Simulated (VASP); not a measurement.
# Cu4H (Im-3m) in VASP: density of states with PBE

Aim: the density of states of Cu4H with PBE.

Everything below comes from runs of VASP 6.6.1. Logs are shortened: lines on timing, memory, paths and dates and some standing lists are left out, and cuts for length are marked.

### Step 1. The cell of the first run

Symmetry: Im-3m, No. 229, cubic system. The conventional cell has a = 4.842 Å, b = 4.842 Å, c = 4.842 Å, α = 90.00°, β = 90.00°, γ = 90.00°. Within 2.8 Å of Cu (site symmetry -3m) lie 2 H at 2.10 Å and 6 Cu at 2.42 Å. H (site symmetry m-3m) has 8 Cu at 2.10 Å within 2.8 Å.

### Step 2. Density of states, PBE

Input file POSCAR:

```
Cu4H
1.0
   -2.4208646025      2.4208646025      2.4208646025
    2.4208646025     -2.4208646025      2.4208646025
    2.4208646025      2.4208646025     -2.4208646025
Cu H
4 1
Direct
    0.0000000000      0.0000000000      0.5000000000
    0.5000000000      0.0000000000      0.0000000000
    0.0000000000      0.5000000000      0.0000000000
    0.5000000000      0.5000000000      0.5000000000
    0.0000000000      0.0000000000      0.0000000000
```

Input file INCAR.step1:

```
SYSTEM = Cu4H
ALGO     = Normal         ! electronic algorithm
EDIFF    = 1E-6           ! SCF threshold, eV
ENCUT    = 520            ! plane-wave cutoff, eV
GGA      = PE             ! functional
ISIF     = 2              ! what is computed and relaxed
ISMEAR   = 0              ! smearing method
LASPH    = .True.         ! aspherical terms in the spheres
LCHARG   = .True.         ! write CHGCAR
LMAXMIX  = 4              ! l up to which the mixer works
LREAL    = .False.        ! projectors in reciprocal space
LWAVE    = .False.        ! write WAVECAR
NBANDS   = 30             ! bands
NELM     = 100            ! most SCF steps
PREC     = Accurate       ! precision mode
SIGMA    = 0.1            ! smearing width, eV
```

Input file KPOINTS.step1:

```
k-points
0
Gamma
  12 12 12
  0 0 0
```

Input file INCAR.step2:

```
SYSTEM = Cu4H
ALGO     = Normal         ! electronic algorithm
EDIFF    = 1E-6           ! SCF threshold, eV
ENCUT    = 520            ! plane-wave cutoff, eV
GGA      = PE             ! functional
ICHARG   = 11             ! starting density
ISIF     = 2              ! what is computed and relaxed
ISMEAR   = -5             ! smearing method
LASPH    = .True.         ! aspherical terms in the spheres
LCHARG   = .False.        ! write CHGCAR
LMAXMIX  = 4              ! l up to which the mixer works
LORBIT   = 11             ! projections on sites
LREAL    = .False.        ! projectors in reciprocal space
LWAVE    = .False.        ! write WAVECAR
NBANDS   = 30             ! bands
NEDOS    = 1001           ! points of the DOS
NELM     = 100            ! most SCF steps
PREC     = Accurate       ! precision mode
SIGMA    = 0.1            ! smearing width, eV
```

Input file KPOINTS.step2:

```
k-points
0
Gamma
  18 18 18
  0 0 0
```

Potentials or basis: VASP PAW PBE potentials, release 64 (Cu, H).

Run with:

```console
$ cat potpaw_PBE.64/Cu/POTCAR potpaw_PBE.64/H/POTCAR > POTCAR
$ cp INCAR.step1 INCAR
$ cp KPOINTS.step1 KPOINTS
$ mpirun -np 1 vasp_std > vasp.out
$ cp INCAR.step2 INCAR
$ cp KPOINTS.step2 KPOINTS
$ mpirun -np 1 vasp_std > vasp.out
```

OUTCAR:

```text
SYSTEM = Cu4H
   EDIFF = 1E-6
   ENCUT = 520
   GGA = PE
   ICHARG = 11
   ISIF = 2
   ISMEAR = -5
   LASPH = .True.
   LORBIT = 11
   LREAL = .False.
   NELM = 100
   PREC = Accurate

 ion  position               nearest neighbor table
   1  0.000  0.000  0.500-   2 2.42   3 2.42   4 2.42   3 2.42   2 2.42   4 2.42
   2  0.500  0.000  0.000-   1 2.42   3 2.42   4 2.42   4 2.42   1 2.42   3 2.42
   3  0.000  0.500  0.000-   1 2.42   2 2.42   4 2.42   1 2.42   4 2.42   2 2.42
   4  0.500  0.500  0.500-   1 2.42   2 2.42   3 2.42   2 2.42   3 2.42   1 2.42
   5  0.000  0.000  0.000-

  LATTYP: Found a body centered cubic cell.
 ALAT       =     4.8417292050

  Lattice vectors:

 A1 = (  -2.4208646025,   2.4208646025,   2.4208646025)
 A2 = (   2.4208646025,  -2.4208646025,   2.4208646025)
 A3 = (   2.4208646025,   2.4208646025,  -2.4208646025)

Analysis of symmetry for initial positions (statically):
=====================================================================
 Subroutine PRICEL returns:
 Original cell was already a primitive cell.

 Routine SETGRP: Setting up the symmetry group for a
 body centered cubic supercell.

 Subroutine GETGRP returns: Found 48 space group operations
 (whereof 48 operations were pure point group operations)
 out of a pool of 48 trial point group operations.

The static configuration has the point symmetry O_h .

Analysis of symmetry for dynamics (positions and initial velocities):
=====================================================================
 Subroutine PRICEL returns:
 Original cell was already a primitive cell.

 Routine SETGRP: Setting up the symmetry group for a
 body centered cubic supercell.

 Subroutine GETGRP returns: Found 48 space group operations
 (whereof 48 operations were pure point group operations)
 out of a pool of 48 trial point group operations.

The dynamic configuration has the point symmetry O_h .

 Subroutine INISYM returns: Found 48 space group operations
 (whereof 48 operations are pure point group operations),
 and found     1 'primitive' translations

----------------------------------------------------------------------------------------

                                     Primitive cell

  volume of cell :      56.7507

  direct lattice vectors                    reciprocal lattice vectors
    -2.420864603  2.420864603  2.420864603     0.000000000  0.206537780  0.206537780
     2.420864603 -2.420864603  2.420864603     0.206537780  0.000000000  0.206537780
     2.420864603  2.420864603 -2.420864603     0.206537780  0.206537780  0.000000000

  length of vectors
     4.193060490  4.193060490  4.193060490     0.292088529  0.292088529  0.292088529

  position of ions in fractional coordinates (direct lattice)
     0.000000000  0.000000000  0.500000000
     0.500000000  0.000000000  0.000000000
     0.000000000  0.500000000  0.000000000
     0.500000000  0.500000000  0.500000000
     0.000000000  0.000000000  0.000000000

  ion indices of the primitive-cell ions
   primitive index   ion index
                 1           1
                 2           2
                 3           3
                 4           4
                 5           5

----------------------------------------------------------------------------------------

 KPOINTS: k-points

Automatic generation of k-mesh.
 Grid dimensions read from file:
 generate k-points for:   18   18   18

 Generating k-lattice:

  Cartesian coordinates                     Fractional coordinates (reciprocal lattice)
     0.000000000  0.011474321  0.011474321     0.055555556  0.000000000  0.000000000
     0.011474321  0.000000000  0.011474321     0.000000000  0.055555556  0.000000000
     0.011474321  0.011474321  0.000000000     0.000000000  0.000000000  0.055555556

  Length of vectors
     0.016227141  0.016227141  0.016227141

  Shift w.r.t. Gamma in fractional coordinates (k-lattice)
     0.000000000  0.000000000  0.000000000

 TETIRR: Found   6794 inequivalent tetrahedra from    34992

 Subroutine IBZKPT returns following result:
 ===========================================

 Found    195 irreducible k-points:

 Following reciprocal coordinates:
            Coordinates               Weight
  0.000000  0.000000  0.000000      1.000000
  0.055556  0.000000  0.000000     12.000000
  0.111111  0.000000  0.000000     12.000000
  0.166667  0.000000  0.000000     12.000000
  0.222222  0.000000  0.000000     12.000000
  0.277778  0.000000  0.000000     12.000000
[... 16 lines left out ...]
  0.333333  0.111111  0.000000     48.000000
  0.388889  0.111111 -0.000000     48.000000
 [... further k-points ...]
   k-points           NKPTS =    195   k-points in BZ     NKDIM =    195   number of bands    NBANDS=     30
   number of dos      NEDOS =   1001   number of ions     NIONS =      5
   total plane-waves  NPLWV =  32768
   dimension x,y,z NGX =    32 NGY =   32 NGZ =   32
   dimension x,y,z NGXF=    64 NGYF=   64 NGZF=   64
   ions per type =               4   1
   NGX,Y,Z   is equivalent  to a cutoff of  12.69, 12.69, 12.69 a.u.
   NGXF,Y,Z  is equivalent  to a cutoff of  25.37, 25.37, 25.37 a.u.
 SYSTEM =  Cu4H
   PREC   = accura    normal or accurate (medium, high low for compatibility)
   ISTART =      0    job   : 0-new  1-cont  2-samecut
   ICHARG =     11    charge: 1-file 2-atom 10-const
   ISPIN  =      1    spin polarized calculation?
   LNONCOLLINEAR =      F non collinear calculations
   LSORBIT =      F    spin-orbit coupling
   LASPH  =      T    aspherical Exc in radial PAW
   ENCUT  =  520.0 eV  38.22 Ry    6.18 a.u.   7.80  7.80  7.80*2*pi/ulx,y,z
   NELM   =    100;   NELMIN=  2; NELMDL=  0     # of ELM steps
   EDIFF  = 0.1E-05   stopping-criterion for ELM
   LREAL  =      F    real-space projection
   EDIFFG = 0.1E-04   stopping-criterion for IOM
   NSW    =      0    number of steps for IOM
   IBRION =     -1    ionic relax: 0-MD 1-quasi-New 2-CG
   NFREE  =      0    steps in history (QN), initial steepest desc. (CG)
   ISIF   =      2    stress and relaxation
   ISYM   =      2    0-nonsym 1-usesym 2-fastsym
   POTIM  = 0.5000    time-step for ionic-motion
   TEBEG  =    0.0;   TEEND  =   0.0 temperature during run
   PSTRESS=    0.0 pullay stress
   NELECT =      45.0000    total number of electrons
   NUPDOWN=      -1.0000    fix difference up-down
   EMIN   =  10.00;   EMAX   =-10.00  energy-range for DOS
   EFERMI =   0.00;   METHOD = LEGACY
   ISMEAR =    -5;   SIGMA  =   0.10  broadening in eV -4-tet -1-fermi 0-gaus
   EFERMI_NEDOS =   21; number of points for ismear=-14 and -15
   IALGO  =     38    algorithm
   IMIX   =      4    mixing-type and parameters
     AMIX     =   0.40;   BMIX     =  1.00
     AMIX_MAG =   1.60;   BMIX_MAG =  1.00
  volume/ion in A,a.u.               =      11.35        76.59
  Fermi-wavevector in a.u.,A,eV,Ry     =   1.515265  2.863435 31.239345  2.296027
  Thomas-Fermi vector in A             =   2.624812
   LORBIT       =     11    0 simple, 1 ext, 2 COOP (PROOUT), +10 PAW based schemes
   GGA     = PE    functional components
   LHFCALC =     F    Hartree Fock is set to
   AEXX    =    0.0000 exact exchange contribution
   IVDW    =     0    specifies the selected vdW correction
   LEPSILON=     F    determine dielectric tensor
   LRPA    =     F    only Hartree local field effects (RPA)
 non-spin polarized calculation
 Fermi weights with tetrahedron method with Bloechl corrections
  energy-cutoff  :      520.00
  volume of cell :       56.75
 maximum number of plane-waves:      1566

 number of electron      44.9999938 magnetization

 Free energy of the ion-electron system (eV)
  ---------------------------------------------------
  ext. energy  EPLUGINS =         0.00000000
  ---------------------------------------------------
  free energy    TOTEN  =       -16.14744087 eV

  energy without entropy =      -16.14744087  energy(sigma->0) =      -16.14744087

 E-fermi :   6.0459     XC(G=0): -11.8662

 val. band max:        6.0708604940   @ k =   0.2222   0.1111   0.1111
 cond. band min:       6.0034442079   @ k =   0.3333   0.1667   0.1111
 fundamental gap:     -0.0674162861
 Fermi energy:         6.0458527982

 k-point     1 :       0.0000    0.0000    0.0000
  band No.  band energies     occupation
      1      -3.6061      2.00000
      2       0.6278      2.00000
      3       1.6298      2.00000
      4       1.6298      2.00000
      5       1.9504      2.00000
      6       1.9504      2.00000
[... 22 lines left out ...]
     29      14.0217      0.00000
     30      14.0217      0.00000

 k-point     2 :       0.0556    0.0000    0.0000
  band No.  band energies     occupation
      1      -3.5697      2.00000
      2       0.6424      2.00000
      3       1.6417      2.00000
      4       1.6438      2.00000
      5       1.9577      2.00000
      6       1.9628      2.00000
[... 22 lines left out ...]
     29      14.1529      0.00000
     30      14.1807      0.00000

 k-point     3 :       0.1111    0.0000    0.0000
  band No.  band energies     occupation
      1      -3.4615      2.00000
      2       0.6845      2.00000
      3       1.6770      2.00000
      4       1.6841      2.00000
      5       1.9796      2.00000
      6       2.0001      2.00000
[... 682 lines left out ...]
     29      15.5389      0.00000
     30      16.9710      0.00000

 k-point    24 :       0.3889    0.1111   -0.0000
  band No.  band energies     occupation
      1      -1.7737      2.00000
      2       0.8074      2.00000
      3       1.9063      2.00000
      4       2.2059      2.00000
      5       2.3346      2.00000
      6       2.4410      2.00000
[... 22 lines left out ...]
     29      14.9673      0.00000
     30      17.4551      0.00000

 [... further k-points ...]

------------------------ aborting loop because EDIFF is reached ----------------------------------------

  FORCE on cell =-STRESS in cart. coord.  units (eV):
  Direction    XX          YY          ZZ          XY          YZ          ZX
  --------------------------------------------------------------------------------------
  -------------------------------------------------------------------------------------
  Total        0.1610986      0.1610986      0.1610986      0.0000000     -0.0000000      0.0000000
  in kB        4.5481083      4.5481083      4.5481083      0.0000000     -0.0000000      0.0000000
  external PRESSURE =       4.5481083 kB  Pullay stress =       0.0000000 kB

 VOLUME and BASIS-vectors are now :
 -----------------------------------------------------------------------------
  energy-cutoff  :      520.00
  volume of cell :       56.75
      direct lattice vectors                 reciprocal lattice vectors
    -2.420864603  2.420864603  2.420864603     0.000000000  0.206537780  0.206537780
     2.420864603 -2.420864603  2.420864603     0.206537780  0.000000000  0.206537780
     2.420864603  2.420864603 -2.420864603     0.206537780  0.206537780  0.000000000

 POSITION                                       TOTAL-FORCE (eV/Angst)
 -----------------------------------------------------------------------------------
      1.21043      1.21043     -1.21043        -0.000000     -0.000000     -0.000000
     -1.21043      1.21043      1.21043        -0.000000     -0.000000     -0.000000
      1.21043     -1.21043      1.21043         0.000000      0.000000      0.000000
      1.21043      1.21043      1.21043         0.000000      0.000000      0.000000
      0.00000      0.00000      0.00000         0.000000      0.000000     -0.000000
 -----------------------------------------------------------------------------------
    total drift:                                0.000000     -0.000000      0.000000

  FREE ENERGIE OF THE ION-ELECTRON SYSTEM (eV)
  ---------------------------------------------------
  free  energy   TOTEN  =       -16.1474408720 eV

  energy  without entropy=      -16.1474408720  energy(sigma->0) =      -16.14744087

 total charge

# of ion       s       p       d       tot
------------------------------------------
    1        0.446   0.325   9.204   9.975
    2        0.446   0.325   9.204   9.975
    3        0.446   0.325   9.204   9.975
    4        0.446   0.325   9.204   9.975
    5        0.426   0.022   0.000   0.448
--------------------------------------------------
tot          2.209   1.322  36.817  40.349
```

Run time: 4 min. Hardware: 1 thread of AMD EPYC 7R43 (Zen 3), shared host; peak memory 0.33 GiB.

Results:

```
Valence electrons inside the program's atomic spheres : Cu 9.97; H 0.45
```

Caveat: tetrahedron occupations give inexact forces and stress in metals.
